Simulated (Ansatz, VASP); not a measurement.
**GaP: VASP beside Ansatz**

INCAR

```
SYSTEM = GaP
PREC = Accurate
ENCUT = 520
EDIFF = 1E-6
ISMEAR = 0
SIGMA = 0.01
LREAL = .False.
LASPH = .True.
NELM = 60
ALGO = Normal
ISIF = 2
LWAVE = .False.
LCHARG = .False.
GGA = PE
NBANDS = 16
```

The input KPOINTS:

```
regular mesh
0
Gamma
  6 6 6
  0 0 0
```

The input POSCAR:

```
GaP
1.0
    0.0000000000      2.6963468306      2.6963468306
    2.6963468306      0.0000000000      2.6963468306
    2.6963468306      2.6963468306      0.0000000000
Ga P
1 1
Direct
    0.0000000000      0.0000000000      0.0000000000
    0.2500000000      0.2500000000      0.2500000000
```

Input for Ansatz:

```yaml
crystal:
  lattice:
    - [0.0, 2.6963468306, 2.6963468306]
    - [2.6963468306, 0.0, 2.6963468306]
    - [2.6963468306, 2.6963468306, 0.0]
  atoms:
    - { symbol: Ga, position: [0.0, 0.0, 0.0] }
    - { symbol: P, position: [0.25, 0.25, 0.25] }
kpoints:
  mp_grid: { grid: [6, 6, 6] }
hamiltonian:
  xc: pbe
scf:
  occupations: { method: fixed }
  n_extra_bands: 4
output:
  forces: true
  stress: true
  eigenvalues: true
```

Alike in both runs: task single point; functional PBE; k mesh 6 × 6 × 6; no spin polarisation.

|  | VASP | Ansatz |
| --- | --- | --- |
| version | VASP 6.6.1 | Ansatz 0.2.0 |
| potentials or method | VASP PAW PBE potentials, release 64 (Ga_d, P) | plane waves, PAW |
| plane-wave cutoff (eV) | 520 | 420 |
| occupations | gaussian, width 0.01 eV | fixed |
| valence electrons in the cell | 18 | 18 |

|  | VASP | Ansatz | Ansatz less VASP |
| --- | --- | --- | --- |
| gap on the k mesh at the Fermi level (eV) | 1.58 | 1.58 | 0.000 |
| pressure (GPa) | 5.5 | 5.6 | +0.10 |
